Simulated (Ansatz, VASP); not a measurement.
## Cu in VASP and in Ansatz

```
Cu
1.0
     2.55663    0.00000    0.00000
    -1.27832    2.21411    0.00000
     0.00000    0.00000    4.22795
Cu
2
Direct
  0.33333 0.66667 0.25000
  0.66667 0.33333 0.75000
```

Alike in both runs: task single point; functional PBEsol; k mesh 17 × 17 × 9; occupations fermi-dirac, width 0.03 eV; no spin polarisation.

|  | VASP | Ansatz |
| --- | --- | --- |
| version | VASP 6.6.1 | Ansatz 0.2.0 |
| potentials or method | VASP PAW PBE potentials, release 64 (Cu), cutoff 520 eV | all-electron LAPW, scalar-relativistic |

```tsv
	VASP	Ansatz	Ansatz less VASP
pressure (GPa)	-7.4	-8.1	-0.71
traceless stress, the component that is largest in VASP (GPa)	0.07	0.06	-0.008
```

VASP's potentials were made for PBE, not for PBEsol. Ansatz ran all-electron here, and VASP with PAW potentials.
